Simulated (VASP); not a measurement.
# BeZn2Te3 (P4/mmm) in VASP: notebook

The runs below take BeZn2Te3 through single point, with PBE.

Program: VASP 6.6.1. These are calculated values, not measurements. Logs are shortened: lines on timing, memory, paths and dates and some standing lists are left out, and cuts for length are marked.

## Step 1: The cell of the first run

Symmetry: P4/mmm, No. 123, tetragonal system. Conventional cell: a = 4.807 Å, b = 4.807 Å, c = 7.157 Å, α = 90.00°, β = 90.00°, γ = 90.00°. Within 4.5 Å of Be (site symmetry 4/mmm) lie 6 Te at 3.40 to 3.58 Å and 8 Zn at 4.31 Å. Within 3.2 Å of Zn (site symmetry mmm) lie 4 Te at 2.40 Å. Te (site symmetry 4/mmm) has 4 Zn at 2.40 Å within 3.2 Å. Within 4.5 Å of Te (site symmetry 4/mmm) lie 4 Be at 3.40 Å and 2 Te at 3.58 Å and 8 Zn at 4.31 Å. Te (site symmetry 4/mmm) has 4 Zn at 2.40 Å within 3.2 Å.

## Step 2: Single point, PBE

Contents of INCAR:

```
SYSTEM = BeZn2Te3
ALGO = Normal ; EDIFF = 1E-6
ENCUT = 520 ; GGA = PE
ISIF = 2 ; ISMEAR = 0
LASPH = .True. ; LCHARG = .False.
LREAL = .False. ; LWAVE = .False.
NBANDS = 31 ; NELM = 100
PREC = Accurate ; SIGMA = 0.1
```

Contents of KPOINTS:

```
k-points
0
Gamma
  4 4 4
  0 0 0
```

Contents of POSCAR:

```
BeZn2Te3
1.0
    4.8068243000      0.0000000000      0.0000000000
    0.0000000000      4.8068243000      0.0000000000
    0.0000000000      0.0000000000      7.1566703200
Be Zn Te
1 2 3
Direct
    0.5000000000      0.5000000000      0.5000000000
    0.0000000000      0.5000000000      0.0000000000
    0.5000000000      0.0000000000      0.0000000000
    0.5000000000      0.5000000000      0.0000000000
    0.0000000000      0.0000000000      0.5000000000
    0.0000000000      0.0000000000      0.0000000000
```

Potentials or basis: VASP PAW PBE potentials, release 64 (Be, Zn, Te).

On the command line:

```sh
$ cat potpaw_PBE.64/Be/POTCAR potpaw_PBE.64/Zn/POTCAR potpaw_PBE.64/Te/POTCAR > POTCAR
$ mpirun -np 1 vasp_std > vasp.out
```

OUTCAR:

```text
SYSTEM = BeZn2Te3
   EDIFF = 1E-6
   ENCUT = 520
   GGA = PE
   ISIF = 2
   ISMEAR = 0
   LASPH = .True.
   LREAL = .False.
   NELM = 100
   PREC = Accurate

 ion  position               nearest neighbor table
   1  0.500  0.500  0.500-
   2  0.000  0.500  0.000-   4 2.40   6 2.40   6 2.40   4 2.40
   3  0.500  0.000  0.000-   4 2.40   6 2.40   4 2.40   6 2.40
   4  0.500  0.500  0.000-   2 2.40   3 2.40   3 2.40   2 2.40   6 3.40   6 3.40   6 3.40   6 3.40

   5  0.000  0.000  0.500-   6 3.58   6 3.58
   6  0.000  0.000  0.000-   2 2.40   3 2.40   2 2.40   3 2.40   4 3.40   4 3.40   4 3.40   4 3.40
                             5 3.58   5 3.58

  LATTYP: Found a simple tetragonal cell.
 ALAT       =     4.8068243000
 C/A-ratio  =     1.4888562330

  Lattice vectors:

 A1 = (   4.8068243000,   0.0000000000,   0.0000000000)
 A2 = (   0.0000000000,   4.8068243000,   0.0000000000)
 A3 = (   0.0000000000,   0.0000000000,   7.1566703200)

Analysis of symmetry for initial positions (statically):
=====================================================================
 Subroutine PRICEL returns:
 Original cell was already a primitive cell.

 Routine SETGRP: Setting up the symmetry group for a
 simple tetragonal supercell.

 Subroutine GETGRP returns: Found 16 space group operations
 (whereof 16 operations were pure point group operations)
 out of a pool of 16 trial point group operations.

The static configuration has the point symmetry D_4h.

Analysis of symmetry for dynamics (positions and initial velocities):
=====================================================================
 Subroutine PRICEL returns:
 Original cell was already a primitive cell.

 Routine SETGRP: Setting up the symmetry group for a
 simple tetragonal supercell.

 Subroutine GETGRP returns: Found 16 space group operations
 (whereof 16 operations were pure point group operations)
 out of a pool of 16 trial point group operations.

The dynamic configuration has the point symmetry D_4h.

 Subroutine INISYM returns: Found 16 space group operations
 (whereof 16 operations are pure point group operations),
 and found     1 'primitive' translations

----------------------------------------------------------------------------------------

                                     Primitive cell

  volume of cell :     165.3589

  direct lattice vectors                    reciprocal lattice vectors
     4.806824300  0.000000000  0.000000000     0.208037560  0.000000000  0.000000000
     0.000000000  4.806824300  0.000000000     0.000000000  0.208037560  0.000000000
     0.000000000  0.000000000  7.156670320     0.000000000  0.000000000  0.139729784

  length of vectors
     4.806824300  4.806824300  7.156670320     0.208037560  0.208037560  0.139729784

  position of ions in fractional coordinates (direct lattice)
     0.500000000  0.500000000  0.500000000
     0.000000000  0.500000000  0.000000000
     0.500000000  0.000000000  0.000000000
     0.500000000  0.500000000  0.000000000
     0.000000000  0.000000000  0.500000000
     0.000000000  0.000000000  0.000000000

  ion indices of the primitive-cell ions
   primitive index   ion index
                 1           1
                 2           2
                 3           3
                 4           4
                 5           5
                 6           6

----------------------------------------------------------------------------------------

 KPOINTS: k-points

Automatic generation of k-mesh.
 Grid dimensions read from file:
 generate k-points for:    4    4    4

 Generating k-lattice:

  Cartesian coordinates                     Fractional coordinates (reciprocal lattice)
     0.052009390  0.000000000  0.000000000     0.250000000  0.000000000  0.000000000
     0.000000000  0.052009390  0.000000000     0.000000000  0.250000000  0.000000000
     0.000000000  0.000000000  0.034932446     0.000000000  0.000000000  0.250000000

  Length of vectors
     0.052009390  0.052009390  0.034932446

  Shift w.r.t. Gamma in fractional coordinates (k-lattice)
     0.000000000  0.000000000  0.000000000

 Subroutine IBZKPT returns following result:
 ===========================================

 Found     18 irreducible k-points:

 Following reciprocal coordinates:
            Coordinates               Weight
  0.000000  0.000000  0.000000      1.000000
  0.250000  0.000000  0.000000      4.000000
  0.500000  0.000000  0.000000      2.000000
  0.250000  0.250000  0.000000      4.000000
  0.500000  0.250000  0.000000      4.000000
  0.500000  0.500000  0.000000      1.000000
[... 10 lines left out ...]
  0.500000  0.250000  0.500000      4.000000
  0.500000  0.500000  0.500000      1.000000
   k-points           NKPTS =     18   k-points in BZ     NKDIM =     18   number of bands    NBANDS=     31
   number of dos      NEDOS =    301   number of ions     NIONS =      6
   total plane-waves  NPLWV =  69984
   dimension x,y,z NGX =    36 NGY =   36 NGZ =   54
   dimension x,y,z NGXF=    72 NGYF=   72 NGZF=  108
   ions per type =               1   2   3
   NGX,Y,Z   is equivalent  to a cutoff of  12.45, 12.45, 12.54 a.u.
   NGXF,Y,Z  is equivalent  to a cutoff of  24.90, 24.90, 25.09 a.u.
 SYSTEM =  BeZn2Te3
   PREC   = accura    normal or accurate (medium, high low for compatibility)
   ISTART =      0    job   : 0-new  1-cont  2-samecut
   ICHARG =      2    charge: 1-file 2-atom 10-const
   ISPIN  =      1    spin polarized calculation?
   LNONCOLLINEAR =      F non collinear calculations
   LSORBIT =      F    spin-orbit coupling
   LASPH  =      T    aspherical Exc in radial PAW
   ENCUT  =  520.0 eV  38.22 Ry    6.18 a.u.   8.94  8.94 13.31*2*pi/ulx,y,z
   NELM   =    100;   NELMIN=  2; NELMDL= -5     # of ELM steps
   EDIFF  = 0.1E-05   stopping-criterion for ELM
   LREAL  =      F    real-space projection
   EDIFFG = 0.1E-04   stopping-criterion for IOM
   NSW    =      0    number of steps for IOM
   IBRION =     -1    ionic relax: 0-MD 1-quasi-New 2-CG
   NFREE  =      0    steps in history (QN), initial steepest desc. (CG)
   ISIF   =      2    stress and relaxation
   ISYM   =      2    0-nonsym 1-usesym 2-fastsym
   POTIM  = 0.5000    time-step for ionic-motion
   TEBEG  =    0.0;   TEEND  =   0.0 temperature during run
   PSTRESS=    0.0 pullay stress
   NELECT =      44.0000    total number of electrons
   NUPDOWN=      -1.0000    fix difference up-down
   EMIN   =  10.00;   EMAX   =-10.00  energy-range for DOS
   EFERMI =   0.00;   METHOD = LEGACY
   ISMEAR =     0;   SIGMA  =   0.10  broadening in eV -4-tet -1-fermi 0-gaus
   EFERMI_NEDOS =   21; number of points for ismear=-14 and -15
   IALGO  =     38    algorithm
   IMIX   =      4    mixing-type and parameters
     AMIX     =   0.40;   BMIX     =  1.00
     AMIX_MAG =   1.60;   BMIX_MAG =  1.00
  volume/ion in A,a.u.               =      27.56       185.98
  Fermi-wavevector in a.u.,A,eV,Ry     =   1.052971  1.989827 15.085441  1.108749
  Thomas-Fermi vector in A             =   2.188075
   LORBIT       =      0    0 simple, 1 ext, 2 COOP (PROOUT), +10 PAW based schemes
   GGA     = PE    functional components
   LHFCALC =     F    Hartree Fock is set to
   AEXX    =    0.0000 exact exchange contribution
   IVDW    =     0    specifies the selected vdW correction
   LEPSILON=     F    determine dielectric tensor
   LRPA    =     F    only Hartree local field effects (RPA)
 non-spin polarized calculation
 Gauss-broadening in eV      SIGMA  =   0.10
  energy-cutoff  :      520.00
  volume of cell :      165.36
 maximum number of plane-waves:      4536
 NGX is ok and might be reduce to    36
   NGX = 17   NGY = 17   NGZ = 27

 number of electron      44.0000076 magnetization

 Free energy of the ion-electron system (eV)
  ---------------------------------------------------
  ext. energy  EPLUGINS =         0.00000000
  ---------------------------------------------------
  free energy    TOTEN  =        -8.87501203 eV

  energy without entropy =       -8.85144347  energy(sigma->0) =       -8.86322775

 E-fermi :   3.7945     XC(G=0):  -8.8261

 val. band max:        3.7589449080   @ k =   0.2500   0.2500   0.2500
 cond. band min:       3.8820023610   @ k =   0.5000   0.2500   0.5000
 fundamental gap:      0.1230574530
 Fermi energy:         3.7944780601

 k-point     1 :       0.0000    0.0000    0.0000
  band No.  band energies     occupation
      1     -10.2896      2.00000
      2      -7.7572      2.00000
      3      -6.3849      2.00000
      4      -4.3819      2.00000
      5      -4.1833      2.00000
      6      -4.0526      2.00000
[... 23 lines left out ...]
     30       8.5750      0.00000
     31       8.5750      0.00000

 k-point     2 :       0.2500    0.0000    0.0000
  band No.  band energies     occupation
      1      -9.9155      2.00000
      2      -7.9837      2.00000
      3      -6.3154      2.00000
      4      -4.4255      2.00000
      5      -4.3763      2.00000
      6      -4.3744      2.00000
[... 23 lines left out ...]
     30       8.9210      0.00000
     31       9.2228      0.00000

 k-point     3 :       0.5000    0.0000    0.0000
  band No.  band energies     occupation
      1      -8.9761      2.00000
      2      -8.8739      2.00000
      3      -6.2424      2.00000
      4      -4.7732      2.00000
      5      -4.7637      2.00000
      6      -4.3025      2.00000
[... 23 lines left out ...]
     30       7.4930      0.00000
     31       9.7952      0.00000

 k-point     4 :       0.2500    0.2500    0.0000
  band No.  band energies     occupation
      1      -9.5542      2.00000
      2      -8.0140      2.00000
      3      -6.2476      2.00000
      4      -4.7397      2.00000
      5      -4.4659      2.00000
      6      -4.4584      2.00000
[... 23 lines left out ...]
     30       8.2679      0.00000
     31       9.8430      0.00000

 k-point     5 :       0.5000    0.2500    0.0000
  band No.  band energies     occupation
      1      -8.7019      2.00000
      2      -8.5895      2.00000
      3      -6.1769      2.00000
      4      -4.9337      2.00000
      5      -4.9255      2.00000
      6      -4.4797      2.00000
[... 23 lines left out ...]
     30       8.0514      0.00000
     31      10.4138      0.00000
[... 338 lines left out ...]
     30       8.4402      0.00000
     31      10.9926      0.00000

 k-point    16 :       0.2500    0.2500    0.5000
  band No.  band energies     occupation
      1      -9.5402      2.00000
      2      -7.9937      2.00000
      3      -6.3670      2.00000
      4      -4.7385      2.00000
      5      -4.4658      2.00000
      6      -4.4602      2.00000
[... 23 lines left out ...]
     30       8.4546      0.00000
     31       9.8310      0.00000

 k-point    17 :       0.5000    0.2500    0.5000
  band No.  band energies     occupation
      1      -8.6678      2.00000
      2      -8.5880      2.00000
      3      -6.3011      2.00000
      4      -4.9330      2.00000
      5      -4.9265      2.00000
      6      -4.4853      2.00000
[... 23 lines left out ...]
     30       8.0165      0.00000
     31       9.8665      0.00000

 k-point    18 :       0.5000    0.5000    0.5000
  band No.  band energies     occupation
      1      -8.2870      2.00000
      2      -8.1964      2.00000
      3      -6.2412      2.00000
      4      -5.4170      2.00000
      5      -5.4170      2.00000
      6      -4.7074      2.00000
[... 23 lines left out ...]
     30       8.9775      0.00000
     31       9.2064      0.00000

------------------------ aborting loop because EDIFF is reached ----------------------------------------

  FORCE on cell =-STRESS in cart. coord.  units (eV):
  Direction    XX          YY          ZZ          XY          YZ          ZX
  --------------------------------------------------------------------------------------
  -------------------------------------------------------------------------------------
  Total       25.2805911     25.2805911     -3.4562311      0.0000000      0.0000000      0.0000000
  in kB      244.9459699    244.9459699    -33.4877404      0.0000000      0.0000000      0.0000000
  external PRESSURE =     152.1347331 kB  Pullay stress =       0.0000000 kB

 VOLUME and BASIS-vectors are now :
 -----------------------------------------------------------------------------
  energy-cutoff  :      520.00
  volume of cell :      165.36
      direct lattice vectors                 reciprocal lattice vectors
     4.806824300  0.000000000  0.000000000     0.208037560  0.000000000  0.000000000
     0.000000000  4.806824300  0.000000000     0.000000000  0.208037560  0.000000000
     0.000000000  0.000000000  7.156670320     0.000000000  0.000000000  0.139729784

 POSITION                                       TOTAL-FORCE (eV/Angst)
 -----------------------------------------------------------------------------------
      2.40341      2.40341      3.57834         0.000000      0.000000      0.000000
      0.00000      2.40341      0.00000         0.000000      0.000000      0.000000
      2.40341      0.00000      0.00000         0.000000      0.000000      0.000000
      2.40341      2.40341      0.00000         0.000000      0.000000      0.000000
      0.00000      0.00000      3.57834         0.000000      0.000000      0.000000
      0.00000      0.00000      0.00000         0.000000      0.000000      0.000000
 -----------------------------------------------------------------------------------
    total drift:                                0.000000     -0.000000     -0.000000

  FREE ENERGIE OF THE ION-ELECTRON SYSTEM (eV)
  ---------------------------------------------------
  free  energy   TOTEN  =        -8.8750120273 eV

  energy  without entropy=       -8.8514434721  energy(sigma->0) =       -8.86322775
```

Wall time 48 s (1 thread of AMD EPYC 9R45 (Zen 5), shared host); peak memory 0.26 GiB.

What came out:

- Free energy: -8.8750 eV
- Pressure: 15.2 GPa
- Band gap on the k mesh: zero (band 22 reaches 5.68 eV, above the bottom of band 23 at 2.61 eV)

Caveat: spin-orbit coupling is left out, which moves the levels of the heavy elements.

## Step 3: Single point, PBE

This run uses another cell than the first one, of 29.78 Å³/atom, 1.081 times its volume.

Contents of INCAR:

```
SYSTEM = BeZn2Te3
PREC = Accurate
ENCUT = 520
EDIFF = 1E-6
ISMEAR = 0
SIGMA = 0.1
LREAL = .False.
LASPH = .True.
NELM = 60
ALGO = Normal
ISIF = 2
LWAVE = .False.
LCHARG = .False.
GGA = PE
NBANDS = 31
```

Contents of KPOINTS:

```
Automatic mesh
0
Gamma
  4 4 4
  0 0 0
```

Edit POSCAR of step 2 so:

```diff
@@ -2,5 +2,5 @@
 1.0
-    4.8068243000      0.0000000000      0.0000000000
-    0.0000000000      4.8068243000      0.0000000000
-    0.0000000000      0.0000000000      7.1566703200
+    5.5006270146      0.0000000000      0.0000000000
+    0.0000000000      5.5006270146      0.0000000000
+    0.0000000000      0.0000000000      5.9062430939
 Be Zn Te
```

Potentials or basis: VASP PAW PBE potentials, release 64 (Be, Zn, Te).

On the command line:

```sh
$ cat potpaw_PBE.64/Be/POTCAR potpaw_PBE.64/Zn/POTCAR potpaw_PBE.64/Te/POTCAR > POTCAR
$ mpirun -np 1 vasp_std > vasp.out
```

Wall time 79 s (1 thread of AMD EPYC 9R45 (Zen 5), shared host); peak memory 0.29 GiB.

It converged, with:

| Item | Value |
| --- | --- |
| Free energy | -12.6073 eV |
| Pressure | 0.1 GPa |
| Band gap on the k mesh | zero (band 22 reaches 3.70 eV, above the bottom of band 23 at 2.48 eV) |

Stress tensor (GPa, compression positive):
```
0.13 0.00 0.00
0.00 0.13 0.00
0.00 0.00 0.00
```

Levels at points of the mesh, in eV from the Fermi level:
```
           k point  band 18  band 19  band 20  band 21  band 22  band 23  band 24  band 25  band 26  band 27
(0.00, 0.00, 0.00)    -2.42    -1.91    -1.91    -1.46    -0.49    -0.49    -0.34     3.29     3.29     3.83
(0.50, 0.00, 0.00)    -3.37    -3.19    -2.11    -0.30     0.44     2.02     2.08     2.11     2.46     2.86
(0.50, 0.50, 0.00)    -1.37    -1.30    -1.30     0.00     0.00     1.59     1.59     3.54     3.54     3.55
(0.00, 0.00, 0.50)    -1.69    -1.69    -1.29    -1.29    -1.10    -0.78    -0.11     1.69     2.49     2.60
(0.50, 0.00, 0.50)    -3.28    -1.16    -1.05    -1.01    -0.51     0.72     1.74     1.88     2.11     2.14
(0.50, 0.50, 0.50)    -2.16    -0.78    -0.53    -0.01    -0.01     1.76     2.36     2.59     2.59     3.79
```

Caveat: spin-orbit coupling is left out, which moves the levels of the heavy elements.
